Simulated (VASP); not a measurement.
# Cd2S (P4/nmm) in VASP: single point with PBE

Aim: the single point of Cd2S with PBE.

Program: VASP 6.6.1. These are calculated values, not measurements. Logs are shortened: lines on timing, memory, paths and dates and some standing lists are left out, and cuts for length are marked.

### 1 The cell of the first run

The structure is tetragonal, space group P4/nmm (No. 129). Conventional cell: a = 3.947 Å, b = 3.947 Å, c = 8.875 Å, α = 90.00°, β = 90.00°, γ = 90.00°. Cd (site symmetry 4mm) has 5 S at 2.68 to 2.80 Å within 3.5 Å. Within 4.0 Å of Cd (site symmetry -4m2) lie 12 Cd at 2.79 to 3.95 Å and 4 S at 3.56 Å. S (site symmetry 4mm) has 9 Cd at 2.68 to 3.56 Å within 3.6 Å.

The cell was generated, and may not be a known phase.

### 2 Single point, PBE

Contents of INCAR:

```
  PREC = Accurate
  ENCUT = 520
  EDIFF = 1E-6
  ISMEAR = 0
  SIGMA = 0.2
  LREAL = False
  LASPH = True
  NELM = 100
  ALGO = Normal
  ISIF = 2
  LWAVE = False
  LCHARG = True
  GGA = PE
  LELF = True
  LVHAR = True
  NBANDS = 39
```

Contents of KPOINTS:

```
regular mesh
0
Gamma
  4 4 2
```

Contents of POSCAR:

```
Cd2S
1.0
    3.9474365637      0.0000000000      0.0000000000
    0.0000000000      3.9474365637      0.0000000000
    0.0000000000      0.0000000000      8.8746476209
Cd S
4 2
Direct
    0.0000000000      0.5000000000      0.6366769819
    0.5000000000      0.0000000000      0.3633230181
    0.0000000000      0.0000000000      0.0000000000
    0.5000000000      0.5000000000      0.0000000000
    0.0000000000      0.5000000000      0.3343527053
    0.5000000000      0.0000000000      0.6656472947
```

Potentials or basis: VASP PAW PBE potentials, release 64 (Cd, S).

Launch:

```sh
$ cat potpaw_PBE.64/Cd/POTCAR potpaw_PBE.64/S/POTCAR > POTCAR
$ mpirun -np 1 vasp_std > vasp.out
```

OUTCAR:

```text
PREC = Accurate
   ENCUT = 520
   EDIFF = 1E-6
   ISMEAR = 0
   LREAL = False
   LASPH = True
   NELM = 100
   ISIF = 2
   GGA = PE

 ion  position               nearest neighbor table
   1  0.000  0.500  0.637-   5 2.68   6 2.80   6 2.80   6 2.80   6 2.80   2 3.70   2 3.70   2 3.70
                             2 3.70   4 3.78   3 3.78   4 3.78   3 3.78
   2  0.500  0.000  0.363-   6 2.68   5 2.80   5 2.80   5 2.80   5 2.80   1 3.70   1 3.70   1 3.70
                             1 3.70   3 3.78   4 3.78   4 3.78   3 3.78
   3  0.000  0.000  0.000-   4 2.79   4 2.79   4 2.79   4 2.79   2 3.78   2 3.78   1 3.78   1 3.78

   4  0.500  0.500  0.000-   3 2.79   3 2.79   3 2.79   3 2.79   2 3.78   1 3.78   1 3.78   2 3.78

   5  0.000  0.500  0.334-   1 2.68   2 2.80   2 2.80   2 2.80   2 2.80
   6  0.500  0.000  0.666-   2 2.68   1 2.80   1 2.80   1 2.80   1 2.80

  LATTYP: Found a simple tetragonal cell.
 ALAT       =     3.9474365637
 C/A-ratio  =     2.2482052536

  Lattice vectors:

 A1 = (   3.9474365637,   0.0000000000,   0.0000000000)
 A2 = (   0.0000000000,   3.9474365637,   0.0000000000)
 A3 = (   0.0000000000,   0.0000000000,   8.8746476209)

Analysis of symmetry for initial positions (statically):
=====================================================================
 Subroutine PRICEL returns:
 Original cell was already a primitive cell.

 Routine SETGRP: Setting up the symmetry group for a
 simple tetragonal supercell.

 Subroutine GETGRP returns: Found 16 space group operations
 (whereof  8 operations were pure point group operations)
 out of a pool of 16 trial point group operations.

The static configuration has the point symmetry D_2d.
 The point group associated with its full space group is D_4h.

Analysis of symmetry for dynamics (positions and initial velocities):
=====================================================================
 Subroutine PRICEL returns:
 Original cell was already a primitive cell.

 Routine SETGRP: Setting up the symmetry group for a
 simple tetragonal supercell.

 Subroutine GETGRP returns: Found 16 space group operations
 (whereof  8 operations were pure point group operations)
 out of a pool of 16 trial point group operations.

The dynamic configuration has the point symmetry D_2d.
 The point group associated with its full space group is D_4h.

 Subroutine INISYM returns: Found 16 space group operations
 (whereof  8 operations are pure point group operations),
 and found     1 'primitive' translations

----------------------------------------------------------------------------------------

                                     Primitive cell

  volume of cell :     138.2870

  direct lattice vectors                    reciprocal lattice vectors
     3.947436564  0.000000000  0.000000000     0.253328960  0.000000000  0.000000000
     0.000000000  3.947436564  0.000000000     0.000000000  0.253328960  0.000000000
     0.000000000  0.000000000  8.874647621     0.000000000  0.000000000  0.112680530

  length of vectors
     3.947436564  3.947436564  8.874647621     0.253328960  0.253328960  0.112680530

  position of ions in fractional coordinates (direct lattice)
     0.000000000  0.500000000  0.636676982
     0.500000000  0.000000000  0.363323018
     0.000000000  0.000000000  0.000000000
     0.500000000  0.500000000  0.000000000
     0.000000000  0.500000000  0.334352705
     0.500000000  0.000000000  0.665647295

  ion indices of the primitive-cell ions
   primitive index   ion index
                 1           1
                 2           2
                 3           3
                 4           4
                 5           5
                 6           6

----------------------------------------------------------------------------------------

 KPOINTS: regular mesh

Automatic generation of k-mesh.
 Grid dimensions read from file:
 generate k-points for:    4    4    2

 Generating k-lattice:

  Cartesian coordinates                     Fractional coordinates (reciprocal lattice)
     0.063332240  0.000000000  0.000000000     0.250000000  0.000000000  0.000000000
     0.000000000  0.063332240  0.000000000     0.000000000  0.250000000  0.000000000
     0.000000000  0.000000000  0.056340265     0.000000000  0.000000000  0.500000000

  Length of vectors
     0.063332240  0.063332240  0.056340265

  Shift w.r.t. Gamma in fractional coordinates (k-lattice)
     0.000000000  0.000000000  0.000000000

 Subroutine IBZKPT returns following result:
 ===========================================

 Found     12 irreducible k-points:

 Following reciprocal coordinates:
            Coordinates               Weight
  0.000000  0.000000  0.000000      1.000000
  0.250000  0.000000  0.000000      4.000000
  0.500000  0.000000  0.000000      2.000000
  0.250000  0.250000  0.000000      4.000000
  0.500000  0.250000  0.000000      4.000000
  0.500000  0.500000  0.000000      1.000000
  0.000000  0.000000  0.500000      1.000000
  0.250000  0.000000  0.500000      4.000000
  0.500000  0.000000  0.500000      2.000000
  0.250000  0.250000  0.500000      4.000000
  0.500000  0.250000  0.500000      4.000000
  0.500000  0.500000  0.500000      1.000000
   k-points           NKPTS =     12   k-points in BZ     NKDIM =     12   number of bands    NBANDS=     39
   number of dos      NEDOS =    301   number of ions     NIONS =      6
   total plane-waves  NPLWV =  63000
   dimension x,y,z NGX =    30 NGY =   30 NGZ =   70
   dimension x,y,z NGXF=    60 NGYF=   60 NGZF=  140
   ions per type =               4   2
   NGX,Y,Z   is equivalent  to a cutoff of  12.63, 12.63, 13.11 a.u.
   NGXF,Y,Z  is equivalent  to a cutoff of  25.27, 25.27, 26.23 a.u.
 SYSTEM =  unknown system
   PREC   = accura    normal or accurate (medium, high low for compatibility)
   ISTART =      0    job   : 0-new  1-cont  2-samecut
   ICHARG =      2    charge: 1-file 2-atom 10-const
   ISPIN  =      1    spin polarized calculation?
   LNONCOLLINEAR =      F non collinear calculations
   LSORBIT =      F    spin-orbit coupling
   LASPH  =      T    aspherical Exc in radial PAW
   ENCUT  =  520.0 eV  38.22 Ry    6.18 a.u.   7.34  7.34 16.50*2*pi/ulx,y,z
   NELM   =    100;   NELMIN=  2; NELMDL= -5     # of ELM steps
   EDIFF  = 0.1E-05   stopping-criterion for ELM
   LREAL  =      F    real-space projection
[... 7 lines left out ...]
   TEBEG  =    0.0;   TEEND  =   0.0 temperature during run
   PSTRESS=    0.0 pullay stress
   NELECT =      60.0000    total number of electrons
   NUPDOWN=      -1.0000    fix difference up-down
   EMIN   =  10.00;   EMAX   =-10.00  energy-range for DOS
   EFERMI =   0.00;   METHOD = LEGACY
   ISMEAR =     0;   SIGMA  =   0.20  broadening in eV -4-tet -1-fermi 0-gaus
   EFERMI_NEDOS =   21; number of points for ismear=-14 and -15
   IALGO  =     38    algorithm
   IMIX   =      4    mixing-type and parameters
     AMIX     =   0.40;   BMIX     =  1.00
     AMIX_MAG =   1.60;   BMIX_MAG =  1.00
  volume/ion in A,a.u.               =      23.05       155.53
  Fermi-wavevector in a.u.,A,eV,Ry     =   1.239362  2.342054 20.898789  1.536018
  Thomas-Fermi vector in A             =   2.373848
   LORBIT       =      0    0 simple, 1 ext, 2 COOP (PROOUT), +10 PAW based schemes
   GGA     = PE    functional components
   LHFCALC =     F    Hartree Fock is set to
   AEXX    =    0.0000 exact exchange contribution
   IVDW    =     0    specifies the selected vdW correction
   LEPSILON=     F    determine dielectric tensor
   LRPA    =     F    only Hartree local field effects (RPA)
 non-spin polarized calculation
 Gauss-broadening in eV      SIGMA  =   0.20
  energy-cutoff  :      520.00
  volume of cell :      138.29
 maximum number of plane-waves:      3793
 NGX is ok and might be reduce to    30
   NGX = 15   NGY = 15   NGZ = 33

 number of electron      60.0000032 magnetization

 Free energy of the ion-electron system (eV)
  ---------------------------------------------------
  ext. energy  EPLUGINS =         0.00000000
  ---------------------------------------------------
  free energy    TOTEN  =       -12.13716249 eV

  energy without entropy =      -12.11509526  energy(sigma->0) =      -12.12612887

 E-fermi :   3.0736     XC(G=0): -10.0961

 val. band max:        2.9105673911   @ k =   0.0000   0.0000   0.0000
 cond. band min:       3.1390977243   @ k =   0.0000   0.0000   0.0000
 fundamental gap:      0.2285303332
 Fermi energy:         3.0736402734

 k-point     1 :       0.0000    0.0000    0.0000
  band No.  band energies     occupation
      1     -10.4099      2.00000
      2     -10.0172      2.00000
      3      -7.1223      2.00000
      4      -6.8396      2.00000
      5      -6.6746      2.00000
      6      -6.1861      2.00000
[... 31 lines left out ...]
     38       9.2454      0.00000
     39      10.7277      0.00000

 k-point     2 :       0.2500    0.0000    0.0000
  band No.  band energies     occupation
      1     -10.1433      2.00000
      2      -9.8465      2.00000
      3      -6.8480      2.00000
      4      -6.5778      2.00000
      5      -6.4170      2.00000
      6      -6.1478      2.00000
[... 31 lines left out ...]
     38       9.3373      0.00000
     39       9.3835      0.00000

 k-point     3 :       0.5000    0.0000    0.0000
  band No.  band energies     occupation
      1      -9.7411      2.00000
      2      -9.7411      2.00000
      3      -6.0950      2.00000
      4      -6.0950      2.00000
      5      -6.0675      2.00000
      6      -6.0675      2.00000
[... 328 lines left out ...]
 k-point    11 :       0.5000    0.2500    0.5000
  band No.  band energies     occupation
      1      -9.7589      2.00000
      2      -9.7589      2.00000
      3      -6.5176      2.00000
      4      -6.5176      2.00000
      5      -6.2241      2.00000
      6      -6.2241      2.00000
[... 31 lines left out ...]
     38       7.9445      0.00000
     39       9.6566      0.00000

 k-point    12 :       0.5000    0.5000    0.5000
  band No.  band energies     occupation
      1      -9.7771      2.00000
      2      -9.7771      2.00000
      3      -6.7247      2.00000
      4      -6.7247      2.00000
      5      -6.3632      2.00000
      6      -6.3632      2.00000
[... 31 lines left out ...]
     38       9.3902      0.00000
     39       9.4693      0.00000

------------------------ aborting loop because EDIFF is reached ----------------------------------------

  FORCE on cell =-STRESS in cart. coord.  units (eV):
  Direction    XX          YY          ZZ          XY          YZ          ZX
  --------------------------------------------------------------------------------------
  -------------------------------------------------------------------------------------
  Total        0.5254458      0.5254458      0.7128979      0.0000000      0.0000000      0.0000000
  in kB        6.0877534      6.0877534      8.2595522      0.0000000      0.0000000      0.0000000
  external PRESSURE =       6.8116863 kB  Pullay stress =       0.0000000 kB

 VOLUME and BASIS-vectors are now :
 -----------------------------------------------------------------------------
  energy-cutoff  :      520.00
  volume of cell :      138.29
      direct lattice vectors                 reciprocal lattice vectors
     3.947436564  0.000000000  0.000000000     0.253328960  0.000000000  0.000000000
     0.000000000  3.947436564  0.000000000     0.000000000  0.253328960  0.000000000
     0.000000000  0.000000000  8.874647621     0.000000000  0.000000000  0.112680530

 POSITION                                       TOTAL-FORCE (eV/Angst)
 -----------------------------------------------------------------------------------
      0.00000      1.97372      5.65028         0.000000     -0.000000     -0.041291
      1.97372      0.00000      3.22436        -0.000000      0.000000      0.041291
      0.00000      0.00000      0.00000         0.000000     -0.000000      0.000000
      1.97372      1.97372      0.00000         0.000000      0.000000      0.000000
      0.00000      1.97372      2.96726         0.000000      0.000000     -0.039447
      1.97372      0.00000      5.90739         0.000000     -0.000000      0.039447
 -----------------------------------------------------------------------------------
    total drift:                                0.000000      0.000000      0.000000

  FREE ENERGIE OF THE ION-ELECTRON SYSTEM (eV)
  ---------------------------------------------------
  free  energy   TOTEN  =       -12.1371624861 eV

  energy  without entropy=      -12.1150952627  energy(sigma->0) =      -12.12612887
```

It took 31 s on 1 thread of Intel Xeon 6975P-C (Granite Rapids), shared host; peak memory 0.24 GiB.

What came out:

* Free energy: -12.1372 eV
* Pressure: 0.7 GPa
* Largest force: 0.041 eV/Å
* Band gap on the k mesh: zero (bands 30 and 31 overlap by 0.86 eV)

Forces on the atoms (eV/Å):
```
Cd   0.000  0.000 -0.041
Cd   0.000  0.000  0.041
Cd   0.000  0.000  0.000
Cd   0.000  0.000  0.000
S    0.000  0.000 -0.039
S    0.000  0.000  0.039
```

Caveat: the k points lie up to 0.40 Å⁻¹ apart, too coarse for converged energies and pressures of a metal.

The gap in the log of VASP goes by the Fermi energy; the results here count the filled bands.